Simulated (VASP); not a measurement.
# Ni in VASP: a series of runs

The runs below take Ni through single point, with LDA.

Program: VASP 6.6.1. These are calculated values, not measurements. Logs are shortened: lines on timing, memory, paths and dates and some standing lists are left out, and cuts for length are marked.

## Step 1: The cell of the first run

The cell holds a slab with vacuum, 5 atoms: a = 2.422 Å, b = 2.422 Å, c = 23.910 Å, α = 90.00°, β = 90.00°, γ = 120.00°.

## Step 2: Single point, LDA, collinear spin, ferromagnetic start

File INCAR:

```
SYSTEM = Ni
PREC = Accurate
ENCUT = 520
EDIFF = 1E-6
ISMEAR = -1
SIGMA = 0.1
LREAL = .FALSE.
LASPH = .TRUE.
NELM = 150
ALGO = Normal
ISIF = 2
LWAVE = .FALSE.
LCHARG = .FALSE.
ISPIN = 2
MAGMOM = 1 1 1 1 1
LORBIT = 11
LMAXMIX = 4
LDIPOL = .TRUE.
IDIPOL = 3
DIPOL = 0.5 0.5 0.500
NBANDS = 37
```

File KPOINTS:

```
Automatic mesh
0
G
  15 15 1
  0 0 0
```

File POSCAR:

```
Ni
1.0
    2.4218354248      0.0000000000      0.0000000000
   -1.2109177124      2.0973710016      0.0000000000
    0.0000000000      0.0000000000     23.9097000000
Ni
5
Direct
    0.3333333333      0.1666666667      0.3356576588
    0.6666666667      0.8333333333      0.4173027864
    1.0000000000      0.5000000000      0.4999999839
    0.3333333333      0.1666666667      0.5826972066
    0.6666666667      0.8333333333      0.6643423639
```

Potentials or basis: VASP PAW LDA potentials, release 64 (Ni).

Started as:

```
$ cat potpaw_LDA.64/Ni/POTCAR > POTCAR
$ mpirun -np 1 vasp_std > vasp.out
```

OUTCAR:

```text
SYSTEM = Ni
   PREC = Accurate
   ENCUT = 520
   EDIFF = 1E-6
   ISMEAR = -1
   LREAL = .FALSE.
   LASPH = .TRUE.
   NELM = 150
   ISIF = 2
   ISPIN = 2
   LORBIT = 11

 ion  position               nearest neighbor table
   1  0.333  0.167  0.336-   2 2.40   2 2.40   2 2.40
   2  0.667  0.833  0.417-   1 2.40   1 2.40   1 2.40   3 2.42   3 2.42   3 2.42
   3  0.000  0.500  0.500-   2 2.42   2 2.42   2 2.42   4 2.42   4 2.42   4 2.42
   4  0.333  0.167  0.583-   5 2.40   5 2.40   5 2.40   3 2.42   3 2.42   3 2.42
   5  0.667  0.833  0.664-   4 2.40   4 2.40   4 2.40

  LATTYP: Found a hexagonal cell.
 ALAT       =     2.4218354248
 C/A-ratio  =     9.8725535828

  Lattice vectors:

 A1 = (   2.4218354248,   0.0000000000,   0.0000000000)
 A2 = (  -1.2109177124,   2.0973710016,   0.0000000000)
 A3 = (   0.0000000000,   0.0000000000,  23.9097000000)

Analysis of symmetry for initial positions (statically):
=====================================================================
 Subroutine PRICEL returns:
 Original cell was already a primitive cell.

 Routine SETGRP: Setting up the symmetry group for a
 hexagonal supercell.

 Subroutine GETGRP returns: Found 12 space group operations
 (whereof  4 operations were pure point group operations)
 out of a pool of 24 trial point group operations.

The static configuration has the point symmetry C_2h.
 The point group associated with its full space group is D_3d.

Analysis of symmetry for dynamics (positions and initial velocities):
=====================================================================
 Subroutine PRICEL returns:
 Original cell was already a primitive cell.

 Routine SETGRP: Setting up the symmetry group for a
 hexagonal supercell.

 Subroutine GETGRP returns: Found 12 space group operations
 (whereof  4 operations were pure point group operations)
 out of a pool of 24 trial point group operations.

The dynamic configuration has the point symmetry C_2h.
 The point group associated with its full space group is D_3d.

Analysis of structural, dynamic, and magnetic symmetry:
=====================================================================
 Subroutine PRICEL returns:
 Original cell was already a primitive cell.

 Routine SETGRP: Setting up the symmetry group for a
 hexagonal supercell.

 Subroutine GETGRP returns: Found 12 space group operations
 (whereof  4 operations were pure point group operations)
 out of a pool of 24 trial point group operations.

The overall configuration has the point symmetry C_2h.
 The point group associated with its full space group is D_3d.

 Subroutine INISYM returns: Found 12 space group operations
 (whereof  4 operations are pure point group operations),
 and found     1 'primitive' translations

----------------------------------------------------------------------------------------

                                     Primitive cell

  volume of cell :     121.4490

  direct lattice vectors                    reciprocal lattice vectors
     2.421835425  0.000000000  0.000000000     0.412909973  0.238393684  0.000000000
    -1.210917712  2.097371002  0.000000000     0.000000000  0.476787368  0.000000000
     0.000000000  0.000000000 23.909700000     0.000000000  0.000000000  0.041824030

  length of vectors
     2.421835425  2.421835425 23.909700000     0.476787368  0.476787368  0.041824030

  position of ions in fractional coordinates (direct lattice)
     0.333333333  0.166666667  0.335657659
     0.666666667  0.833333333  0.417302786
     0.000000000  0.500000000  0.499999984
     0.333333333  0.166666667  0.582697207
     0.666666667  0.833333333  0.664342364

  ion indices of the primitive-cell ions
   primitive index   ion index
                 1           1
                 2           2
                 3           3
                 4           4
                 5           5

----------------------------------------------------------------------------------------

 KPOINTS: Automatic mesh

Automatic generation of k-mesh.
 Grid dimensions read from file:
 generate k-points for:   15   15    1
[... 46 lines left out ...]
   k-points           NKPTS =     27   k-points in BZ     NKDIM =     27   number of bands    NBANDS=     37
   number of dos      NEDOS =    301   number of ions     NIONS =      5
   total plane-waves  NPLWV =  58320
   dimension x,y,z NGX =    18 NGY =   18 NGZ =  180
   dimension x,y,z NGXF=    36 NGYF=   36 NGZF=  360
   ions per type =               5
   NGX,Y,Z   is equivalent  to a cutoff of  12.36, 12.36, 12.52 a.u.
   NGXF,Y,Z  is equivalent  to a cutoff of  24.71, 24.71, 25.03 a.u.
 SYSTEM =  Ni
   PREC   = accura    normal or accurate (medium, high low for compatibility)
   ISTART =      0    job   : 0-new  1-cont  2-samecut
   ICHARG =      2    charge: 1-file 2-atom 10-const
   ISPIN  =      2    spin polarized calculation?
   LNONCOLLINEAR =      F non collinear calculations
   LSORBIT =      F    spin-orbit coupling
   LASPH  =      T    aspherical Exc in radial PAW
   ENCUT  =  520.0 eV  38.22 Ry    6.18 a.u.   4.50  4.50 44.46*2*pi/ulx,y,z
   NELM   =    150;   NELMIN=  2; NELMDL= -5     # of ELM steps
   EDIFF  = 0.1E-05   stopping-criterion for ELM
   LREAL  =      F    real-space projection
   EDIFFG = 0.1E-04   stopping-criterion for IOM
   NSW    =      0    number of steps for IOM
   IBRION =     -1    ionic relax: 0-MD 1-quasi-New 2-CG
   NFREE  =      0    steps in history (QN), initial steepest desc. (CG)
   ISIF   =      2    stress and relaxation
   ISYM   =      2    0-nonsym 1-usesym 2-fastsym
   POTIM  = 0.5000    time-step for ionic-motion
   TEBEG  =    0.0;   TEEND  =   0.0 temperature during run
   PSTRESS=    0.0 pullay stress
   NELECT =      50.0000    total number of electrons
   NUPDOWN=      -1.0000    fix difference up-down
   EMIN   =  10.00;   EMAX   =-10.00  energy-range for DOS
   EFERMI =   0.00;   METHOD = LEGACY
   ISMEAR =    -1;   SIGMA  =   0.10  broadening in eV -4-tet -1-fermi 0-gaus
   EFERMI_NEDOS =   21; number of points for ismear=-14 and -15
   IALGO  =     38    algorithm
   IMIX   =      4    mixing-type and parameters
     AMIX     =   0.40;   BMIX     =  1.00
     AMIX_MAG =   1.60;   BMIX_MAG =  1.00
  volume/ion in A,a.u.               =      24.29       163.92
  Fermi-wavevector in a.u.,A,eV,Ry     =   1.217868  2.301437 20.180189  1.483202
  Thomas-Fermi vector in A             =   2.353174
   LORBIT       =     11    0 simple, 1 ext, 2 COOP (PROOUT), +10 PAW based schemes
   GGA     = CA    functional components
   LHFCALC =     F    Hartree Fock is set to
   AEXX    =    0.0000 exact exchange contribution
   IVDW    =     0    specifies the selected vdW correction
   LEPSILON=     F    determine dielectric tensor
   LRPA    =     F    only Hartree local field effects (RPA)
 spin polarized calculation
  energy-cutoff  :      520.00
  volume of cell :      121.45
 maximum number of plane-waves:      3323
 NGX is ok and might be reduce to    18
   NGX =  9   NGY =  9   NGZ = 89

 dipolmoment           0.000000      0.000000     -0.000000 electrons x Angstroem

 number of electron      49.9999944 magnetization       2.9869477

 dipolmoment           0.000000      0.000000      0.000004 electrons x Angstroem

 Free energy of the ion-electron system (eV)
  ---------------------------------------------------
  ext. energy  EPLUGINS =         0.00000000
  ---------------------------------------------------
  free energy    TOTEN  =       -31.45278753 eV

  energy without entropy =      -31.16554313  energy(sigma->0) =      -31.30916533

 E-fermi :   1.0486     XC(G=0):  -6.6415

 val. band max:        1.0385650075   @ k =   0.3333   0.0667   0.0000
 cond. band min:       1.0533567762   @ k =   0.0000   0.0000   0.0000
 fundamental gap:      0.0147917688
 Fermi energy:         1.0485545619

 spin component 1

 k-point     1 :       0.0000    0.0000    0.0000
  band No.  band energies     occupation
      1      -8.1764      1.00000
      2      -7.1898      1.00000
      3      -5.7625      1.00000
      4      -4.5404      1.00000
      5      -4.1933      1.00000
      6      -1.7113      1.00000
[... 949 lines left out ...]
     36      12.2015      0.00000
     37      12.2279      0.00000

 [... further k-points ...]

 spin component 2

 k-point     1 :       0.0000    0.0000    0.0000
  band No.  band energies     occupation
      1      -8.1280      1.00000
      2      -7.1359      1.00000
      3      -5.6850      1.00000
      4      -4.3477      1.00000
      5      -3.8609      1.00000
      6      -1.1774      1.00000
[... 949 lines left out ...]
     36      12.3572      0.00000
     37      12.3975      0.00000

 [... further k-points ...]

------------------------ aborting loop because EDIFF is reached ----------------------------------------

 vacuum level on the upper side and lower side of the slab       (xc-potential included)        -0.009        -0.009

  FORCE on cell =-STRESS in cart. coord.  units (eV):
  Direction    XX          YY          ZZ          XY          YZ          ZX
  --------------------------------------------------------------------------------------
  -------------------------------------------------------------------------------------
  Total       -1.8530758     -1.8530758     -0.0205264      0.0000000     -0.0000000      0.0000000
  in kB      -24.4461095    -24.4461095     -0.2707882      0.0000000     -0.0000000      0.0000000
  external PRESSURE =     -16.3876690 kB  Pullay stress =       0.0000000 kB

 VOLUME and BASIS-vectors are now :
 -----------------------------------------------------------------------------
  energy-cutoff  :      520.00
  volume of cell :      121.45
      direct lattice vectors                 reciprocal lattice vectors
     2.421835425  0.000000000  0.000000000     0.412909973  0.238393684  0.000000000
    -1.210917712  2.097371002  0.000000000     0.000000000  0.476787368  0.000000000
     0.000000000  0.000000000 23.909700000     0.000000000  0.000000000  0.041824030

 POSITION                                       TOTAL-FORCE (eV/Angst)
 -----------------------------------------------------------------------------------
      0.60546      0.34956      8.02547        -0.000000     -0.000000     -0.002279
      0.60546      1.74781      9.97758        -0.000000      0.000000      0.008912
     -0.60546      1.04869     11.95485         0.000000      0.000000     -0.000000
      0.60546      0.34956     13.93212        -0.000000     -0.000000     -0.008912
      0.60546      1.74781     15.88423         0.000000      0.000000      0.002279
 -----------------------------------------------------------------------------------
    total drift:                                0.000000     -0.000000      0.000596

  FREE ENERGIE OF THE ION-ELECTRON SYSTEM (eV)
  ---------------------------------------------------
  free  energy   TOTEN  =       -31.4527875267 eV

  energy  without entropy=      -31.1655431342  energy(sigma->0) =      -31.30916533

 vacuum level on the upper side and lower side of the slab         6.542         6.542

 total charge

# of ion       s       p       d       tot
------------------------------------------
    1        0.524   0.442   8.346   9.312
    2        0.533   0.574   8.371   9.478
    3        0.536   0.570   8.368   9.474
    4        0.533   0.574   8.371   9.478
    5        0.524   0.442   8.346   9.312
--------------------------------------------------
tot          2.650   2.602  41.803  47.055

 magnetization (x)

# of ion       s       p       d       tot
------------------------------------------
    1       -0.003  -0.016   0.623   0.604
    2       -0.005  -0.018   0.632   0.608
    3       -0.004  -0.019   0.593   0.570
    4       -0.005  -0.018   0.632   0.608
    5       -0.003  -0.016   0.623   0.604
--------------------------------------------------
tot         -0.022  -0.088   3.104   2.994
```

Wall time 11 min (1 thread of Intel Xeon Platinum 8488C (Sapphire Rapids), shared host); peak memory 0.3 GiB.

What came out:

* Free energy: -31.4528 eV
* Largest force: 0.009 eV/Å
* Net moment: 2.99 μB per cell
* Site moments: Ni +0.60, +0.61, +0.57 (each value once) μB
* Valence electrons inside the program's atomic spheres: Ni 9.31, 9.48, 9.47 (each value once)

Forces in eV/Å, atoms in the order of the input:
```
Ni   0.000  0.000 -0.002
Ni   0.000  0.000  0.009
Ni   0.000  0.000  0.000
Ni   0.000  0.000 -0.009
Ni   0.000  0.000  0.002
```

Levels at points of the mesh, in eV from the Fermi level:
Spin up:
| k point | band 23 | band 24 | band 25 | band 26 | band 27 | band 28 | band 29 | band 30 | band 31 | band 32 |
| --- | --- | --- | --- | --- | --- | --- | --- | --- | --- | --- |
| (0.00, 0.00, 0.00) | -1.23 | -0.96 | -0.96 | -0.62 | -0.62 | -0.48 | -0.48 | -0.47 | 0.16 | 5.13 |
Spin down:
```tsv
k point	band 18	band 19	band 20	band 21	band 22	band 23	band 24	band 25	band 26	band 27
(0.00, 0.00, 0.00)	-1.57	-1.57	-0.72	-0.72	-0.63	-0.63	-0.37	-0.37	-0.34	0.00
```

## Step 3: Single point, LDA, collinear spin, ferromagnetic start

INCAR, as its differences from that of step 2:

```diff
@@ -20,2 +20,3 @@
 DIPOL = 0.5 0.5 0.500
+GGA = CA
 NBANDS = 37
```

File KPOINTS:

```
regular mesh
0
G
  15 15 1
  0 0 0
```

POSCAR is that of step 2.

Potentials or basis: VASP PAW LDA potentials, release 64 (Ni).

Started as:

```
$ cat potpaw_LDA.64/Ni/POTCAR > POTCAR
$ mpirun -np 1 vasp_std > vasp.out
```

Run time: 10 min. Hardware: 1 thread of Intel Xeon Platinum 8488C (Sapphire Rapids), shared host; peak memory 0.3 GiB.

It converged, with:

```yaml
Free_energy: -31.4528 eV
Largest_force: 0.009 eV/Å
Net_moment: 2.99 μB per cell
Site_moments: Ni +0.60, +0.61, +0.57 (each value once) μB
Valence_electrons_inside_the_program's_atomic_spheres: Ni 9.31, 9.48, 9.47 (each value once)
```

Forces on the atoms (eV/Å):
```
Ni   0.000  0.000 -0.002
Ni   0.000  0.000  0.009
Ni   0.000  0.000  0.000
Ni   0.000  0.000 -0.009
Ni   0.000  0.000  0.002
```

Levels at points of the mesh, in eV from the Fermi level:
Spin up:
```
           k point  band 25  band 26  band 27  band 28  band 29  band 30
(0.00, 0.00, 0.00)    -0.96    -0.62    -0.62    -0.48    -0.48    -0.47
```
Spin down:
```
           k point  band 18  band 19  band 20  band 21  band 22  band 23  band 24  band 25  band 26  band 27
(0.00, 0.00, 0.00)    -1.57    -1.57    -0.72    -0.72    -0.63    -0.63    -0.37    -0.37    -0.34     0.00
```
